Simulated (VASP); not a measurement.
Set up this calculation in VASP 6.6.1, as the native input.

```yaml
Task: single point
Functional: PBE
Potentials_or_basis: VASP PAW PBE potentials, release 64 (Mo_sv, S)
Cutoff: 520 eV
k_mesh: 12 × 12 × 12
Occupations: fermi-dirac, width 0.05 eV
Spin: no spin polarisation
Dipole_correction: no
Further_INCAR_settings: ALGO = Normal; EDIFF = 1e-06; NBANDS = 20
```

The structure of MoS2 lies in POSCAR:

```
MoS2
1.0
    1.5637681150      0.9028419422      5.9312320824
   -1.5637681150      0.9028419422      5.9312320824
    0.0000000000     -1.8056838843      5.9312320824
Mo S
1 2
Direct
    0.0000000000      0.0000000000      0.0000000000
    0.7568110426      0.7568110426      0.7568110426
    0.2431889574      0.2431889574      0.2431889574
```

The input as run:

INCAR

```
SYSTEM = MoS2
PREC = Accurate
ENCUT = 520
EDIFF = 1E-6
ISMEAR = -1
SIGMA = 0.05
LREAL = .FALSE.
LASPH = .TRUE.
NELM = 100
ALGO = Normal
ISIF = 2
LWAVE = .FALSE.
LCHARG = .FALSE.
GGA = PE
NBANDS = 20
```

KPOINTS

```
regular mesh
0
G
  12 12 12
  0 0 0
```

Potentials or basis: VASP PAW PBE potentials, release 64 (Mo_sv, S).

Run with:

```bash
$ cat potpaw_PBE.64/Mo_sv/POTCAR potpaw_PBE.64/S/POTCAR > POTCAR
$ mpirun -np 1 vasp_std > vasp.out
```

Results of the run:

```json
{"Pressure": "4.9 GPa", "Largest force": "0.012 eV/Å", "Band gap on the k mesh": "zero (bands 13 and 14 overlap by 0.48 eV)"}
```

Caveat: the cell stands under pressure.

Run time: 3.8 min on 1 thread of Intel(R) Xeon(R) 6975P-C (Granite Rapids), on a shared host, peak memory 0.42 GiB.
